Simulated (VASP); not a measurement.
# Rb2CdSe2O6 (R-3m) in VASP: relaxation of the atoms with PBE

Aim: the relaxation of the atoms of Rb2CdSe2O6 with PBE.

All numbers are computed with VASP 6.6.1; they aren't measurements. Logs are shortened: lines on timing, memory, paths and dates and some standing lists are left out, and cuts for length are marked.

## (1) The cell of the first run

Symmetry: R-3m, No. 166, trigonal system. Conventional cell: a = 5.750 Å, b = 5.750 Å, c = 19.669 Å, α = 90.00°, β = 90.00°, γ = 120.00°. Within 3.9 Å of Rb (site symmetry 3m) lie 9 O at 2.97 to 3.12 Å and 4 Se at 3.48 to 3.83 Å and 3 Rb at 3.52 Å and 1 Cd at 3.86 Å. Cd (site symmetry -3m) has 6 O at 2.33 Å within 3.1 Å. Within 2.2 Å of Se (site symmetry 3m) lie 3 O at 1.69 Å. Within 2.2 Å of O (site symmetry m) lie 1 Se at 1.69 Å.

## (2) Relaxation of the atoms, PBE

INCAR reads:

```
SYSTEM = Rb2CdSe2O6
ALGO     = Normal         ! electronic algorithm
EDIFF    = 1E-6           ! SCF threshold, eV
EDIFFG   = -0.02          ! ionic threshold
ENCUT    = 520            ! plane-wave cutoff, eV
GGA      = PE             ! functional
IBRION   = 2              ! ionic algorithm
ISIF     = 2              ! what is computed and relaxed
ISMEAR   = -1             ! smearing method
LASPH    = .True.         ! aspherical terms in the spheres
LCHARG   = .False.        ! write CHGCAR
LREAL    = .False.        ! projectors in reciprocal space
LUSENCCL = .False.      
LWAVE    = .False.        ! write WAVECAR
NELM     = 80             ! most SCF steps
NSW      = 80             ! ionic steps
PREC     = Accurate       ! precision mode
SIGMA    = 0.02           ! smearing width, eV
```

KPOINTS reads:

```
k-points
0
Gamma
  4 4 4
  0 0 0
```

POSCAR reads:

```
Rb2CdSe2O6
1.0
    2.8751508921      1.6599691415      6.5561700000
   -2.8751508921      1.6599691415      6.5561700000
    0.0000000000     -3.3199382831      6.5561700000
Rb Cd Se O
2 1 2 6
Direct
    0.8037666667      0.8037666667      0.8037666667
    0.1962333333      0.1962333333      0.1962333333
    0.0000000000      0.0000000000      0.0000000000
    0.6269166667      0.6269166667      0.6269166667
    0.3730833333      0.3730833333      0.3730833333
    0.7444100000      0.2832100000      0.7444100000
    0.7444100000      0.7444100000      0.2832100000
    0.2832100000      0.7444100000      0.7444100000
    0.2555900000      0.7167900000      0.2555900000
    0.7167900000      0.2555900000      0.2555900000
    0.2555900000      0.2555900000      0.7167900000
```

Potentials or basis: VASP PAW PBE potentials, release 64 (Rb_sv, Cd, Se, O).

Launch:

```bash
> cat potpaw_PBE.64/Rb_sv/POTCAR potpaw_PBE.64/Cd/POTCAR potpaw_PBE.64/Se/POTCAR potpaw_PBE.64/O/POTCAR > POTCAR
> mpirun -np 1 vasp_std > vasp.out
```

OUTCAR:

```text
SYSTEM = Rb2CdSe2O6
   EDIFF = 1E-6
   EDIFFG = -0.02
   ENCUT = 520
   GGA = PE
   IBRION = 2
   ISIF = 2
   ISMEAR = -1
   LASPH = .True.
   LREAL = .False.
   NELM = 80
   NSW = 80
   PREC = Accurate

 ion  position               nearest neighbor table
   1  0.804  0.804  0.804-   6 2.97   8 2.97   7 2.97  11 3.12  11 3.12   9 3.12  10 3.12   9 3.12
                            10 3.12   4 3.48   2 3.52   2 3.52   2 3.52   5 3.83   5 3.83   5 3.83
   2  0.196  0.196  0.196-   9 2.97  10 2.97  11 2.97   7 3.12   7 3.12   8 3.12   6 3.12   8 3.12
                             6 3.12   5 3.48   1 3.52   1 3.52   1 3.52   4 3.83   4 3.83   4 3.83
   3  0.000  0.000  0.000-   6 2.33   8 2.33   9 2.33  10 2.33   7 2.33  11 2.33   1 3.86   2 3.86
                             1 4.28   1 4.28   2 4.28   2 4.28   1 4.28   2 4.28
   4  0.627  0.627  0.627-   6 1.69   8 1.69   7 1.69   1 3.48   2 3.83   2 3.83   2 3.83
   5  0.373  0.373  0.373-   9 1.69  10 1.69  11 1.69   2 3.48   1 3.83   1 3.83   1 3.83
   6  0.744  0.283  0.744-   4 1.69   3 2.33   1 2.97   2 3.12   2 3.12
   7  0.744  0.744  0.283-   4 1.69   3 2.33   1 2.97   2 3.12   2 3.12
   8  0.283  0.744  0.744-   4 1.69   3 2.33   1 2.97   2 3.12   2 3.12
   9  0.256  0.717  0.256-   5 1.69   3 2.33   2 2.97   1 3.12   1 3.12
  10  0.717  0.256  0.256-   5 1.69   3 2.33   2 2.97   1 3.12   1 3.12
  11  0.256  0.256  0.717-   5 1.69   3 2.33   2 2.97   1 3.12   1 3.12

  LATTYP: Found a trigonal (rhomboedric) cell.
 ALAT       =     7.3488335994
 COS(alpha) =     0.6938639655

  Lattice vectors:

 A1 = (   2.8751508921,   1.6599691415,   6.5561700000)
 A2 = (  -2.8751508921,   1.6599691415,   6.5561700000)
 A3 = (   0.0000000000,  -3.3199382831,   6.5561700000)

Analysis of symmetry for initial positions (statically):
=====================================================================
 Subroutine PRICEL returns:
 Original cell was already a primitive cell.

 Routine SETGRP: Setting up the symmetry group for a
 trigonal (rhombohedral) supercell.

 Subroutine GETGRP returns: Found 12 space group operations
 (whereof 12 operations were pure point group operations)
 out of a pool of 12 trial point group operations.

The static configuration has the point symmetry D_3d.

Analysis of symmetry for dynamics (positions and initial velocities):
=====================================================================
 Subroutine PRICEL returns:
 Original cell was already a primitive cell.

 Routine SETGRP: Setting up the symmetry group for a
 trigonal (rhombohedral) supercell.

 Subroutine GETGRP returns: Found 12 space group operations
 (whereof 12 operations were pure point group operations)
 out of a pool of 12 trial point group operations.

The dynamic configuration has the point symmetry D_3d.

 Subroutine INISYM returns: Found 12 space group operations
 (whereof 12 operations are pure point group operations),
 and found     1 'primitive' translations

----------------------------------------------------------------------------------------

                                     Primitive cell

  volume of cell :     187.7423

  direct lattice vectors                    reciprocal lattice vectors
     2.875150892  1.659969141  6.556170000     0.173903916  0.100403473  0.050842692
    -2.875150892  1.659969141  6.556170000    -0.173903916  0.100403473  0.050842692
     0.000000000 -3.319938283  6.556170000     0.000000000 -0.200806946  0.050842692

  length of vectors
     7.348833599  7.348833599  7.348833599     0.207143450  0.207143450  0.207143450

  position of ions in fractional coordinates (direct lattice)
     0.803766667  0.803766667  0.803766667
     0.196233333  0.196233333  0.196233333
     0.000000000  0.000000000  0.000000000
     0.626916667  0.626916667  0.626916667
     0.373083333  0.373083333  0.373083333
     0.744410000  0.283210000  0.744410000
     0.744410000  0.744410000  0.283210000
     0.283210000  0.744410000  0.744410000
     0.255590000  0.716790000  0.255590000
     0.716790000  0.255590000  0.255590000
     0.255590000  0.255590000  0.716790000

  ion indices of the primitive-cell ions
   primitive index   ion index
                 1           1
                 2           2
                 3           3
                 4           4
                 5           5
                 6           6
                 7           7
                 8           8
                 9           9
                10          10
                11          11

----------------------------------------------------------------------------------------

 KPOINTS: k-points

Automatic generation of k-mesh.
 Grid dimensions read from file:
 generate k-points for:    4    4    4

 Generating k-lattice:

  Cartesian coordinates                     Fractional coordinates (reciprocal lattice)
     0.043475979  0.025100868  0.012710673     0.250000000 -0.000000000  0.000000000
    -0.043475979  0.025100868  0.012710673    -0.000000000  0.250000000  0.000000000
     0.000000000 -0.050201736  0.012710673     0.000000000  0.000000000  0.250000000

  Length of vectors
     0.051785862  0.051785862  0.051785862

  Shift w.r.t. Gamma in fractional coordinates (k-lattice)
     0.000000000  0.000000000  0.000000000

 Subroutine IBZKPT returns following result:
 ===========================================

 Found     13 irreducible k-points:

 Following reciprocal coordinates:
            Coordinates               Weight
  0.000000  0.000000  0.000000      1.000000
  0.250000  0.000000  0.000000      6.000000
  0.500000  0.000000  0.000000      3.000000
  0.250000  0.250000  0.000000      6.000000
  0.500000  0.250000  0.000000     12.000000
 -0.250000  0.250000  0.000000      6.000000
  0.500000  0.500000  0.000000      3.000000
  0.250000  0.250000  0.250000      2.000000
  0.500000  0.250000  0.250000      6.000000
 -0.250000  0.250000  0.250000      6.000000
  0.500000  0.500000  0.250000      6.000000
 -0.250000  0.500000  0.250000      6.000000
  0.500000  0.500000  0.500000      1.000000
   k-points           NKPTS =     13   k-points in BZ     NKDIM =     13   number of bands    NBANDS=     46
   number of dos      NEDOS =    301   number of ions     NIONS =     11
   total plane-waves  NPLWV = 175616
   dimension x,y,z NGX =    56 NGY =   56 NGZ =   56
   dimension x,y,z NGXF=   112 NGYF=  112 NGZF=  112
   ions per type =               2   1   2   6
   NGX,Y,Z   is equivalent  to a cutoff of  12.67, 12.67, 12.67 a.u.
   NGXF,Y,Z  is equivalent  to a cutoff of  25.34, 25.34, 25.34 a.u.
 SYSTEM =  Rb2CdSe2O6
   PREC   = accura    normal or accurate (medium, high low for compatibility)
   ISTART =      0    job   : 0-new  1-cont  2-samecut
   ICHARG =      2    charge: 1-file 2-atom 10-const
   ISPIN  =      1    spin polarized calculation?
   LNONCOLLINEAR =      F non collinear calculations
   LSORBIT =      F    spin-orbit coupling
   LASPH  =      T    aspherical Exc in radial PAW
   ENCUT  =  520.0 eV  38.22 Ry    6.18 a.u.  13.66 13.66 13.66*2*pi/ulx,y,z
   NELM   =     80;   NELMIN=  2; NELMDL= -5     # of ELM steps
   EDIFF  = 0.1E-05   stopping-criterion for ELM
   LREAL  =      F    real-space projection
   EDIFFG = -.2E-01   stopping-criterion for IOM
   NSW    =     80    number of steps for IOM
   IBRION =      2    ionic relax: 0-MD 1-quasi-New 2-CG
   NFREE  =      1    steps in history (QN), initial steepest desc. (CG)
   ISIF   =      2    stress and relaxation
   ISYM   =      2    0-nonsym 1-usesym 2-fastsym
   POTIM  = 0.5000    time-step for ionic-motion
   TEBEG  =    0.0;   TEEND  =   0.0 temperature during run
   PSTRESS=    0.0 pullay stress
   NELECT =      78.0000    total number of electrons
   NUPDOWN=      -1.0000    fix difference up-down
   EMIN   =  10.00;   EMAX   =-10.00  energy-range for DOS
   EFERMI =   0.00;   METHOD = LEGACY
   ISMEAR =    -1;   SIGMA  =   0.02  broadening in eV -4-tet -1-fermi 0-gaus
   EFERMI_NEDOS =   21; number of points for ismear=-14 and -15
   IALGO  =     38    algorithm
   IMIX   =      4    mixing-type and parameters
     AMIX     =   0.40;   BMIX     =  1.00
     AMIX_MAG =   1.60;   BMIX_MAG =  1.00
  volume/ion in A,a.u.               =      17.07       115.18
  Fermi-wavevector in a.u.,A,eV,Ry     =   1.221572  2.308436 20.303126  1.492238
  Thomas-Fermi vector in A             =   2.356749
   LORBIT       =      0    0 simple, 1 ext, 2 COOP (PROOUT), +10 PAW based schemes
   GGA     = PE    functional components
   LHFCALC =     F    Hartree Fock is set to
   AEXX    =    0.0000 exact exchange contribution
   IVDW    =     0    specifies the selected vdW correction
   LEPSILON=     F    determine dielectric tensor
   LRPA    =     F    only Hartree local field effects (RPA)
 conjugate gradient relaxation of ions
 non-spin polarized calculation
  energy-cutoff  :      520.00
  volume of cell :      187.74
 maximum number of plane-waves:      5113
 NGX is ok and might be reduce to    56
   NGX = 27   NGY = 27   NGZ = 27

--------------------------------------- Ionic step        1  -------------------------------------------

 number of electron      77.9999997 magnetization

 Free energy of the ion-electron system (eV)
  ---------------------------------------------------
  ext. energy  EPLUGINS =         0.00000000
  ---------------------------------------------------
  free energy    TOTEN  =       -53.15490844 eV

  energy without entropy =      -53.15490844  energy(sigma->0) =      -53.15490844

------------------------ aborting loop because EDIFF is reached ----------------------------------------

  FORCE on cell =-STRESS in cart. coord.  units (eV):
  Direction    XX          YY          ZZ          XY          YZ          ZX
  --------------------------------------------------------------------------------------
  -------------------------------------------------------------------------------------
  Total        8.0051332      8.0051332      5.1833423      0.0000000     -0.0000000     -0.0000000
  in kB       68.3151507     68.3151507     44.2342187      0.0000000     -0.0000000     -0.0000000
  external PRESSURE =      60.2881733 kB  Pullay stress =       0.0000000 kB
[... 116 lines left out ...]
  FREE ENERGIE OF THE ION-ELECTRON SYSTEM (eV)
  ---------------------------------------------------
  free  energy   TOTEN  =       -53.2720031041 eV

  energy  without entropy=      -53.2720031041  energy(sigma->0) =      -53.27200310

[... ionic steps 4 to 8 ...]

--------------------------------------- Ionic step        9  -------------------------------------------

 number of electron      78.0000002 magnetization

------------------------ aborting loop because EDIFF is reached ----------------------------------------
[... 85 lines left out ...]
--------------------------------------- Ionic step       11  -------------------------------------------

 number of electron      78.0000000 magnetization

 Free energy of the ion-electron system (eV)
  ---------------------------------------------------
  ext. energy  EPLUGINS =         0.00000000
  ---------------------------------------------------
  free energy    TOTEN  =       -53.29109897 eV

  energy without entropy =      -53.29109897  energy(sigma->0) =      -53.29109897

 E-fermi :   0.9805     XC(G=0):  -9.3995

 val. band max:        0.5140899838   @ k =  -0.2500   0.5000   0.2500
 cond. band min:       4.3845169951   @ k =   0.0000   0.0000   0.0000
 fundamental gap:      3.8704270113
 Fermi energy:         0.9805019927

 k-point     1 :       0.0000    0.0000    0.0000
  band No.  band energies     occupation
      1     -23.8695      2.00000
      2     -23.7064      2.00000
      3     -19.1455      2.00000
      4     -18.9856      2.00000
      5     -16.4603      2.00000
      6     -16.4603      2.00000
[... 664 lines left out ...]
  FREE ENERGIE OF THE ION-ELECTRON SYSTEM (eV)
  ---------------------------------------------------
  free  energy   TOTEN  =       -53.2910989671 eV

  energy  without entropy=      -53.2910989670  energy(sigma->0) =      -53.29109897

 reached required accuracy - stopping structural energy minimisation
```

It took 7.1 min on 1 × NVIDIA H100 80GB with 1 thread of Intel Xeon Platinum 8481C at 2.70GHz (Sapphire Rapids), shared host; peak memory 1.4 GiB.

Results:

```yaml
Free_energy: -53.2911 eV
Energy_gained_by_relaxing: 12.4 meV/atom
Ionic_steps: 11
Pressure_after_relaxing: 2.9 GPa
Largest_force_after_relaxing: 0.016 eV/Å
Band_gap_on_the_k_mesh: 3.87 eV, indirect (least direct gap 3.99 eV)
```

Forces in eV/Å, atoms in the order of the input:
```
Rb   0.000  0.000 -0.011
Rb   0.000  0.000  0.011
Cd   0.000  0.000  0.000
Se   0.000  0.000 -0.007
Se   0.000  0.000  0.007
O    0.012 -0.007  0.008
O    0.000  0.014  0.008
O   -0.012 -0.007  0.008
O   -0.012  0.007 -0.008
O    0.012  0.007 -0.008
O    0.000 -0.014 -0.008
```

The path:
```tsv
step	energy change (eV)	largest force (eV/Å)	pressure (GPa)
1	0.0000	1.6280	6.03
2	0.2448	3.0831	-0.61
3	-0.1171	0.2057	3.36
4	-0.1219	0.1361	3.32
5	-0.1267	0.1399	3.21
6	-0.1305	0.1059	3.11
7	-0.1354	0.0882	2.83
8	-0.1347	0.1778	3.18
9	-0.1358	0.0361	2.97
10	-0.1360	0.0299	2.96
11	-0.1362	0.0158	2.95
```

Final structure:
```yaml
crystal:
  lattice:
    - [2.87515, 1.65997, 6.55617]
    - [-2.87515, 1.65997, 6.55617]
    - [0.00000, -3.31994, 6.55617]
  atoms:
    - { symbol: Rb, position: [0.80246, 0.80246, 0.80246] }
    - { symbol: Rb, position: [0.19754, 0.19754, 0.19754] }
    - { symbol: Cd, position: [0.00000, 0.00000, 0.00000] }
    - { symbol: Se, position: [0.62579, 0.62579, 0.62579] }
    - { symbol: Se, position: [0.37421, 0.37421, 0.37421] }
    - { symbol: O, position: [0.74472, 0.27555, 0.74472] }
    - { symbol: O, position: [0.74472, 0.74472, 0.27555] }
    - { symbol: O, position: [0.27555, 0.74472, 0.74472] }
    - { symbol: O, position: [0.25528, 0.72445, 0.25528] }
    - { symbol: O, position: [0.72445, 0.25528, 0.25528] }
    - { symbol: O, position: [0.25528, 0.25528, 0.72445] }
```

Levels at points of the mesh, in eV from the valence-band top:
```tsv
k point	band 36	band 37	band 38	band 39	band 40	band 41	band 42	band 43
(0.00, 0.00, 0.00)	-0.26	-0.17	-0.17	-0.12	3.87	4.64	4.64	5.31
(0.50, 0.00, 0.00)	-0.46	-0.33	-0.15	-0.02	4.53	4.66	5.43	6.23
(0.50, 0.50, 0.00)	-0.47	-0.20	-0.10	-0.06	4.47	4.82	5.42	6.18
(0.50, 0.50, 0.50)	-0.26	-0.23	-0.17	-0.15	4.14	4.69	4.72	4.72
```

A k mesh can miss the band edges. PBE gaps usually lie below the measured ones, often by a third to a half.
